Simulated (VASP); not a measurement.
Runs of VASP 6.6.1 on HgTe. The structure is that of space group F-43m (No. 216), or close to it. The cells are those of the table. 

| level | spin | cell | k mesh | grid for exact exchange (PRECFOCK) | share of exact exchange | screening parameter | gap on the mesh (eV) | pressure (GPa) |
| --- | --- | --- | --- | --- | --- | --- | --- | --- |
| r2SCAN | off | a = 4.660, b = 4.660, c = 4.605 Å, angles 60.4, 60.4, 59.2°, 2 atoms | 6 × 6 × 6 | - | - | - | none | (a) |
| r2SCAN | off | a = 4.639, b = 4.639, c = 4.698 Å, angles 59.6, 59.6, 60.8°, 2 atoms | 6 × 6 × 6 | - | - | - | 0.08 | -0.2 |
| r2SCAN | non-collinear, zero start, SOC | a = 4.652 Å, angles 60.0°, 2 atoms | 6 × 6 × 6 | - | - | - | - | -0.2 |
| HSE06 | off | a = 4.652 Å, angles 60.0°, 2 atoms | 4 × 4 × 4 | Normal | 0.25 | 0.2079 1/Å | none | 0.1 |

Alike in all rows: task single point; potentials or basis VASP PAW PBE potentials, release 64 (Hg, Te); cutoff (eV) 520; smearing fermi-dirac 0.02 eV.

**Question.** Estimate the missing entries.

**Answer.** (a) 0.3.

Caveats: some runs use coarse meshes; the PAW data sets were made with another functional, which shifts forces and pressure a little; spin-orbit coupling is left out, which moves the levels of the heavy elements (at least some runs); semilocal functionals underestimate gaps, and a narrow one can read as zero (at least some runs).

A k mesh can miss the band edges, and rows without SOC leave out spin-orbit coupling on Hg, Te.

A gap of «none» marks levels without a gap at the run's occupations.
